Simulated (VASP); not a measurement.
# Cd (R-3m) in VASP: single point with LDA

Aim: the single point of Cd with LDA.

Everything below comes from runs of VASP 6.6.1. Logs are shortened: lines on timing, memory, paths and dates and some standing lists are left out, and cuts for length are marked.

## Step 1: The cell of the first run

Symmetry: R-3m, No. 166, trigonal system. The conventional cell has a = 3.216 Å, b = 3.216 Å, c = 7.348 Å, α = 90.00°, β = 90.00°, γ = 120.00°. Within 4.0 Å of Cd (site symmetry -3m) lie 12 Cd at 3.07 to 3.22 Å.

## Step 2: Single point, LDA

Contents of INCAR:

```
ALGO = Fast
EDIFF = 1E-6
ENCUT = 520
GGA = CA
ISIF = 2
ISMEAR = 0
LASPH = True
LCHARG = False
LREAL = False
LWAVE = False
NBANDS = 12
NELM = 60
PREC = Accurate
SIGMA = 0.05
```

Contents of KPOINTS:

```
k-points
0
Gamma
  15 15 15
```

Contents of POSCAR:

```
Cd
1.0
    1.6080291515      0.9283960635      2.4492874100
   -1.6080291515      0.9283960635      2.4492874100
    0.0000000000     -1.8567921270      2.4492874100
Cd
1
Direct
    0.0000000000      0.0000000000      0.0000000000
```

Potentials or basis: VASP PAW LDA potentials, release 64 (Cd).

Command:

```sh
$ cat potpaw_LDA.64/Cd/POTCAR > POTCAR
$ mpirun -np 1 vasp_std > vasp.out
```

OUTCAR:

```text
EDIFF = 1E-6
   ENCUT = 520
   GGA = CA
   ISIF = 2
   ISMEAR = 0
   LASPH = True
   LREAL = False
   NELM = 60
   PREC = Accurate

 ion  position               nearest neighbor table
   1  0.000  0.000  0.000-

  LATTYP: Found a trigonal (rhomboedric) cell.
 ALAT       =     3.0735461310
 COS(alpha) =     0.4525576903

  Lattice vectors:

 A1 = (   1.6080291515,   0.9283960635,   2.4492874100)
 A2 = (  -1.6080291515,   0.9283960635,   2.4492874100)
 A3 = (   0.0000000000,  -1.8567921270,   2.4492874100)

Analysis of symmetry for initial positions (statically):
=====================================================================
 Subroutine PRICEL returns:
 Original cell was already a primitive cell.

 Routine SETGRP: Setting up the symmetry group for a
 trigonal (rhombohedral) supercell.

 Subroutine GETGRP returns: Found 12 space group operations
 (whereof 12 operations were pure point group operations)
 out of a pool of 12 trial point group operations.

The static configuration has the point symmetry D_3d.

Analysis of symmetry for dynamics (positions and initial velocities):
=====================================================================
 Subroutine PRICEL returns:
 Original cell was already a primitive cell.

 Routine SETGRP: Setting up the symmetry group for a
 trigonal (rhombohedral) supercell.

 Subroutine GETGRP returns: Found 12 space group operations
 (whereof 12 operations were pure point group operations)
 out of a pool of 12 trial point group operations.

The dynamic configuration has the point symmetry D_3d.

 Subroutine INISYM returns: Found 12 space group operations
 (whereof 12 operations are pure point group operations),
 and found     1 'primitive' translations

----------------------------------------------------------------------------------------

                                     Primitive cell

  volume of cell :      21.9391

  direct lattice vectors                    reciprocal lattice vectors
     1.608029152  0.928396064  2.449287410     0.310939637  0.179521083  0.136094005
    -1.608029152  0.928396064  2.449287410    -0.310939637  0.179521083  0.136094005
     0.000000000 -1.856792127  2.449287410     0.000000000 -0.359042166  0.136094005

  length of vectors
     3.073546131  3.073546131  3.073546131     0.383969862  0.383969862  0.383969862

  position of ions in fractional coordinates (direct lattice)
     0.000000000  0.000000000  0.000000000

  ion indices of the primitive-cell ions
   primitive index   ion index
                 1           1

----------------------------------------------------------------------------------------

 KPOINTS: k-points

Automatic generation of k-mesh.
 Grid dimensions read from file:
 generate k-points for:   15   15   15

 Generating k-lattice:

  Cartesian coordinates                     Fractional coordinates (reciprocal lattice)
     0.020729309  0.011968072  0.009072934     0.066666667  0.000000000  0.000000000
    -0.020729309  0.011968072  0.009072934     0.000000000  0.066666667  0.000000000
     0.000000000 -0.023936144  0.009072934     0.000000000  0.000000000  0.066666667

  Length of vectors
     0.025597991  0.025597991  0.025597991

  Shift w.r.t. Gamma in fractional coordinates (k-lattice)
     0.000000000  0.000000000  0.000000000

 Subroutine IBZKPT returns following result:
 ===========================================

 Found    344 irreducible k-points:

 Following reciprocal coordinates:
            Coordinates               Weight
  0.000000  0.000000  0.000000      1.000000
  0.066667 -0.000000 -0.000000      6.000000
  0.133333 -0.000000  0.000000      6.000000
  0.200000  0.000000 -0.000000      6.000000
  0.266667 -0.000000  0.000000      6.000000
  0.333333 -0.000000  0.000000      6.000000
[... 16 lines left out ...]
  0.133333  0.133333  0.000000      6.000000
  0.200000  0.133333  0.000000     12.000000
 [... further k-points ...]
   k-points           NKPTS =    344   k-points in BZ     NKDIM =    344   number of bands    NBANDS=     12
   number of dos      NEDOS =    301   number of ions     NIONS =      1
   total plane-waves  NPLWV =  13824
   dimension x,y,z NGX =    24 NGY =   24 NGZ =   24
   dimension x,y,z NGXF=    48 NGYF=   48 NGZF=   48
   ions per type =               1
   NGX,Y,Z   is equivalent  to a cutoff of  12.98, 12.98, 12.98 a.u.
   NGXF,Y,Z  is equivalent  to a cutoff of  25.96, 25.96, 25.96 a.u.
 SYSTEM =  unknown system
   PREC   = accura    normal or accurate (medium, high low for compatibility)
   ISTART =      0    job   : 0-new  1-cont  2-samecut
   ICHARG =      2    charge: 1-file 2-atom 10-const
   ISPIN  =      1    spin polarized calculation?
   LNONCOLLINEAR =      F non collinear calculations
   LSORBIT =      F    spin-orbit coupling
   LASPH  =      T    aspherical Exc in radial PAW
   ENCUT  =  520.0 eV  38.22 Ry    6.18 a.u.   5.71  5.71  5.71*2*pi/ulx,y,z
   NELM   =     60;   NELMIN=  2; NELMDL= -5     # of ELM steps
   EDIFF  = 0.1E-05   stopping-criterion for ELM
   LREAL  =      F    real-space projection
   EDIFFG = 0.1E-04   stopping-criterion for IOM
   NSW    =      0    number of steps for IOM
   IBRION =     -1    ionic relax: 0-MD 1-quasi-New 2-CG
   NFREE  =      0    steps in history (QN), initial steepest desc. (CG)
   ISIF   =      2    stress and relaxation
   ISYM   =      2    0-nonsym 1-usesym 2-fastsym
   POTIM  = 0.5000    time-step for ionic-motion
   TEBEG  =    0.0;   TEEND  =   0.0 temperature during run
   PSTRESS=    0.0 pullay stress
   NELECT =      12.0000    total number of electrons
   NUPDOWN=      -1.0000    fix difference up-down
   EMIN   =  10.00;   EMAX   =-10.00  energy-range for DOS
   EFERMI =   0.00;   METHOD = LEGACY
   ISMEAR =     0;   SIGMA  =   0.05  broadening in eV -4-tet -1-fermi 0-gaus
   EFERMI_NEDOS =   21; number of points for ismear=-14 and -15
   IALGO  =     68    algorithm
   IMIX   =      4    mixing-type and parameters
     AMIX     =   0.40;   BMIX     =  1.00
     AMIX_MAG =   1.60;   BMIX_MAG =  1.00
  volume/ion in A,a.u.               =      21.94       148.05
  Fermi-wavevector in a.u.,A,eV,Ry     =   1.338842  2.530044 24.388398  1.792497
  Thomas-Fermi vector in A             =   2.467280
   LORBIT       =      0    0 simple, 1 ext, 2 COOP (PROOUT), +10 PAW based schemes
   GGA     = CA    functional components
   LHFCALC =     F    Hartree Fock is set to
   AEXX    =    0.0000 exact exchange contribution
   IVDW    =     0    specifies the selected vdW correction
   LEPSILON=     F    determine dielectric tensor
   LRPA    =     F    only Hartree local field effects (RPA)
 non-spin polarized calculation
 RMM-DIIS sequential band-by-band and
 Gauss-broadening in eV      SIGMA  =   0.05
  energy-cutoff  :      520.00
  volume of cell :       21.94
 maximum number of plane-waves:       604
   NGX = 11   NGY = 11   NGZ = 11

 number of electron      11.9999997 magnetization

 Free energy of the ion-electron system (eV)
  ---------------------------------------------------
  ext. energy  EPLUGINS =         0.00000000
  ---------------------------------------------------
  free energy    TOTEN  =        -1.47673469 eV

  energy without entropy =       -1.47617266  energy(sigma->0) =       -1.47645368

 E-fermi :   2.5246     XC(G=0): -11.2953

 val. band max:        2.5217275041   @ k =  -0.3333   0.2667   0.2667
 cond. band min:       2.5501733193   @ k =  -0.3333   0.2667   0.2000
 fundamental gap:      0.0284458152
 Fermi energy:         2.5245832652

 k-point     1 :       0.0000    0.0000    0.0000
  band No.  band energies     occupation
      1      -6.6191      2.00000
      2      -6.6191      2.00000
      3      -6.4175      2.00000
      4      -6.2016      2.00000
      5      -6.0481      2.00000
      6      -6.0481      2.00000
      7      16.0885      0.00000
      8      16.5918      0.00000
      9      16.5918      0.00000
     10      19.4616      0.00000
     11      20.2079      0.00000
     12      20.2080      0.00000

 k-point     2 :       0.0667   -0.0000   -0.0000
  band No.  band energies     occupation
      1      -6.6222      2.00000
      2      -6.6077      2.00000
      3      -6.3989      2.00000
      4      -6.0955      2.00000
      5      -6.0508      2.00000
      6      -6.0498      2.00000
      7      15.0173      0.00000
      8      16.2360      0.00000
      9      16.4728      0.00000
     10      19.1872      0.00000
     11      20.4618      0.00000
     12      20.8334      0.00000

 k-point     3 :       0.1333   -0.0000    0.0000
  band No.  band energies     occupation
      1      -6.6605      2.00000
      2      -6.5820      2.00000
      3      -6.3489      2.00000
      4      -6.0540      2.00000
      5      -6.0512      2.00000
      6      -5.7422      2.00000
      7      12.6256      0.00000
      8      16.1702      0.00000
      9      16.1895      0.00000
     10      18.7327      0.00000
     11      20.9222      0.00000
     12      21.1010      0.00000
[... 286 lines left out ...]
 k-point    23 :       0.1333    0.1333    0.0000
  band No.  band energies     occupation
      1      -6.6758      2.00000
      2      -6.4694      2.00000
      3      -6.3191      2.00000
      4      -6.2271      2.00000
      5      -5.9971      2.00000
      6      -5.5586      2.00000
      7      14.0707      0.00000
      8      14.8099      0.00000
      9      15.0397      0.00000
     10      17.2118      0.00000
     11      18.9717      0.00000
     12      22.3817      0.00000

 k-point    24 :       0.2000    0.1333    0.0000
  band No.  band energies     occupation
      1      -6.7212      2.00000
      2      -6.4285      2.00000
      3      -6.2956      2.00000
      4      -6.2462      2.00000
      5      -5.9649      2.00000
      6      -5.1075      2.00000
      7      11.9661      0.00000
      8      14.2570      0.00000
      9      15.8971      0.00000
     10      16.6761      0.00000
     11      17.3661      0.00000
     12      22.4797      0.00000

 [... further k-points ...]

------------------------ aborting loop because EDIFF is reached ----------------------------------------

  FORCE on cell =-STRESS in cart. coord.  units (eV):
  Direction    XX          YY          ZZ          XY          YZ          ZX
  --------------------------------------------------------------------------------------
  -------------------------------------------------------------------------------------
  Total       -0.5846619     -0.5846619     -0.6967565      0.0000000      0.0000000      0.0000000
  in kB      -42.6969789    -42.6969789    -50.8830847      0.0000000      0.0000000      0.0000000
  external PRESSURE =     -45.4256808 kB  Pullay stress =       0.0000000 kB

 VOLUME and BASIS-vectors are now :
 -----------------------------------------------------------------------------
  energy-cutoff  :      520.00
  volume of cell :       21.94
      direct lattice vectors                 reciprocal lattice vectors
     1.608029152  0.928396064  2.449287410     0.310939637  0.179521083  0.136094005
    -1.608029152  0.928396064  2.449287410    -0.310939637  0.179521083  0.136094005
     0.000000000 -1.856792127  2.449287410     0.000000000 -0.359042166  0.136094005

 POSITION                                       TOTAL-FORCE (eV/Angst)
 -----------------------------------------------------------------------------------
      0.00000      0.00000      0.00000         0.000000     -0.000000      0.000000
 -----------------------------------------------------------------------------------
    total drift:                               -0.000000     -0.000000      0.000000

  FREE ENERGIE OF THE ION-ELECTRON SYSTEM (eV)
  ---------------------------------------------------
  free  energy   TOTEN  =        -1.4767346915 eV

  energy  without entropy=       -1.4761726640  energy(sigma->0) =       -1.47645368
```

It took 65 s on 1 thread of Intel Xeon 8259CL, shared host; peak memory 0.2 GiB.

What came out:

```
Free energy            : -1.4767 eV
Pressure               : -4.5 GPa
Band gap on the k mesh : zero (bands 6 and 7 overlap by 2.90 eV)
```

Levels at points of the mesh, in eV from the Fermi level:
| k point | band 2 | band 3 | band 4 | band 5 | band 6 | band 7 | band 8 | band 9 | band 10 | band 11 |
| --- | --- | --- | --- | --- | --- | --- | --- | --- | --- | --- |
| (0.00, 0.00, 0.00) | -9.14 | -8.94 | -8.73 | -8.57 | -8.57 | 13.56 | 14.07 | 14.07 | 16.94 | 17.68 |

Caveat: the cell stands under tension.

The gap in the log of VASP goes by the Fermi energy; the results here count the filled bands.